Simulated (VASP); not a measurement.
## Cu: single point with PBE

Cu:

```
Cu
1.0
     0.00000    1.77808    1.77808
     1.77808    0.00000    1.77808
     1.77808    1.77808    0.00000
Cu
1
Direct
  0.00000 0.00000 0.00000
```

```yaml
Program: VASP 6.6.1
Task: single point
Functional: PBE
Potentials_or_basis: VASP PAW PBE potentials, release 64 (Cu)
Cutoff: 520 eV
k_mesh: 18 × 18 × 18
Occupations: fermi-dirac, width 0.0612256 eV
Spin: no spin polarisation
Dipole_correction: no
Further_INCAR_settings: ALGO = Normal; EDIFF = 1e-07; NBANDS = 12
```

```yaml
Pressure: 10.7 GPa
Band_gap_on_the_k_mesh: zero (an odd number of electrons rules out a gap without spin polarisation)
```

Levels at points of the mesh, in eV from the Fermi level:
| k point | band 3 | band 4 | band 5 | band 6 | band 7 | band 8 | band 9 | band 10 |
| --- | --- | --- | --- | --- | --- | --- | --- | --- |
| (0.00, 0.00, 0.00) | -3.16 | -3.16 | -2.28 | -2.28 | 23.00 | 26.04 | 26.04 | 26.04 |
| (0.50, 0.00, 0.00) | -3.20 | -1.66 | -1.66 | -1.13 | 4.03 | 21.47 | 22.87 | 22.87 |
| (0.50, 0.50, 0.00) | -1.68 | -1.51 | -1.51 | 1.48 | 7.48 | 13.49 | 13.49 | 18.11 |

It took 19 s on 1 thread of AMD EPYC 7R13 Processor (Zen 3), with other jobs on the host, peak memory 0.11 GiB.

Caveat: the cell stands under pressure.
